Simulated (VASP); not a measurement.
FeO, 2 atoms in the cell. The structure is cubic, space group Pm-3m (No. 221). The conventional cell has a = 2.595 Å, b = 2.595 Å, c = 2.595 Å, α = 90.00°, β = 90.00°, γ = 90.00°. Within 3.0 Å of Fe (site symmetry m-3m) lie 8 O at 2.25 Å and 6 Fe at 2.59 Å. Within 3.0 Å of O (site symmetry m-3m) lie 8 Fe at 2.25 Å and 6 O at 2.59 Å. 

```yaml
Program: VASP 6.6.1
Task: single point
Functional: PBE
Potentials_or_basis: VASP PAW PBE potentials, release 64 (Fe, O)
Cutoff: 520 eV
k_mesh: 10 × 10 × 10
Occupations: fermi-dirac, width 0.05 eV
Spin: collinear spin, ferromagnetic start
Starting_moments: "[3.0, 0.0] μB"
Dipole_correction: no
Further_INCAR_settings: ALGO = Normal; EDIFF = 1e-06; NBANDS = 18
```

Potentials or basis: VASP PAW PBE potentials, release 64 (Fe, O).

Command:

```bash
$ cat potpaw_PBE.64/Fe/POTCAR potpaw_PBE.64/O/POTCAR > POTCAR
$ mpirun -np 1 vasp_std > vasp.out
```

Hardware: 1 thread of Intel(R) Xeon(R) 6975P-C (Granite Rapids), with other jobs on the host.

Question: How long does it take, and how much memory?

Answer: It took 14 s on 1 thread of Intel(R) Xeon(R) 6975P-C (Granite Rapids), on a shared host, peak memory 0.15 GiB. Counts: scf iterations 14, k points 56.
